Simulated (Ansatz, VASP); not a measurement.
**Two plane-wave programs on C**

File POSCAR:

```
C
1.0
   -2.5098396889      0.0000000000      0.0000000000
   -1.2549198445     -2.1735849300      0.0000000000
    0.0000000000      0.0000000000     17.0606492275
C
16
Direct
    0.0000000000      0.0000000000      0.6517879229
    0.0000000000      0.0000000000      0.1664415270
    0.0000000000      1.0000000000      0.8944611208
    0.0000000000      1.0000000000      0.4091147249
    0.0000000000      0.0000000000      0.8042512648
    0.0000000000      0.0000000000      0.3189048689
    0.0000000000      1.0000000000      0.0762316709
    0.0000000000      1.0000000000      0.5615780668
    0.3333333333      0.3333333333      0.6821525200
    0.3333333333      0.3333333333      0.1968061242
    0.6666666667      0.6666666667      0.9248257180
    0.6666666667      0.6666666667      0.4394793221
    0.3333333333      0.3333333333      0.7738866676
    0.3333333333      0.3333333333      0.2885402717
    0.6666666667      0.6666666667      0.0458670738
    0.6666666667      0.6666666667      0.5312134696
```

INCAR.step1

```
SYSTEM = C
ALGO = Normal
EDIFF = 1E-4
ENCUT = 520
GGA = PE
ISMEAR = 0
LASPH = .TRUE.
LCHARG = .FALSE.
LREAL = Auto
LWAVE = .TRUE.
NBANDS = 46
NELM = 60
PREC = Accurate
SIGMA = 0.05
```

INCAR.step2

```
SYSTEM = C
ALGO = Normal
EDIFF = 1E-7
ENCUT = 520
ISIF = 2
ISMEAR = 0
ISTART = 1
LASPH = .TRUE.
LCHARG = .FALSE.
LMIXTAU = .TRUE.
LREAL = Auto
LWAVE = .FALSE.
METAGGA = R2SCAN
NBANDS = 46
NELM = 60
PREC = Accurate
SIGMA = 0.05
```

Contents of KPOINTS:

```
k-points
0
G
  10 10 2
  0 0 0
```

Input for Ansatz:

```yaml
crystal:
  lattice:
    - [-2.5098396889, 0.0, 0.0]
    - [-1.2549198445, -2.17358493, 0.0]
    - [0.0, 0.0, 17.0606492275]
  atoms:
    - { symbol: C, position: [0.0, 0.0, 0.6517879229] }
    - { symbol: C, position: [0.0, 0.0, 0.166441527] }
    - { symbol: C, position: [0.0, 1.0, 0.8944611208] }
    - { symbol: C, position: [0.0, 1.0, 0.4091147249] }
    - { symbol: C, position: [0.0, 0.0, 0.8042512648] }
    - { symbol: C, position: [0.0, 0.0, 0.3189048689] }
    - { symbol: C, position: [0.0, 1.0, 0.0762316709] }
    - { symbol: C, position: [0.0, 1.0, 0.5615780668] }
    - { symbol: C, position: [0.3333333333, 0.3333333333, 0.68215252] }
    - { symbol: C, position: [0.3333333333, 0.3333333333, 0.1968061242] }
    - { symbol: C, position: [0.6666666667, 0.6666666667, 0.924825718] }
    - { symbol: C, position: [0.6666666667, 0.6666666667, 0.4394793221] }
    - { symbol: C, position: [0.3333333333, 0.3333333333, 0.7738866676] }
    - { symbol: C, position: [0.3333333333, 0.3333333333, 0.2885402717] }
    - { symbol: C, position: [0.6666666667, 0.6666666667, 0.0458670738] }
    - { symbol: C, position: [0.6666666667, 0.6666666667, 0.5312134696] }
basis:
  ecutwfc: 500
kpoints:
  mp_grid: { grid: [10, 10, 2] }
hamiltonian:
  xc: r2scan
scf:
  occupations: { method: gaussian, width: 0.05 }
output:
  forces: true
  stress: true
  eigenvalues: true
  write_density: true
  write_potential: true
  elf: true
  volumetric_format: npy
```

Alike in both runs: task single point; functional r2SCAN; k mesh 10 × 10 × 2; occupations gaussian, width 0.05 eV; no spin polarisation.

|  | VASP | Ansatz |
| --- | --- | --- |
| version | VASP 6.6.1 | Ansatz 0.2.0 |
| potentials or method | VASP PAW PBE potentials, release 64 (C), cutoff 520 eV | scalar-relativistic, plane waves, PAW |
| valence electrons in the cell | 64 | 64 |

```tsv
	VASP	Ansatz	Ansatz less VASP
gap on the k mesh at the Fermi level (eV)	3.49	3.51	+0.023
least direct gap on the mesh (eV)	3.84	3.87	+0.026
pressure (GPa)	-4.5	-5.6	-1.13
traceless stress, the component that is largest in VASP (GPa)	-10.68	-10.57	+0.111
rms of the force components (eV/Å)	0.595	0.590	-0.0044
```

VASP's potentials were made for PBE, not for r2SCAN. Atom by atom the forces differ by 0.012 eV/Å (rms over components). The functional is the same, so the differences come from potentials, cutoffs and numerics.
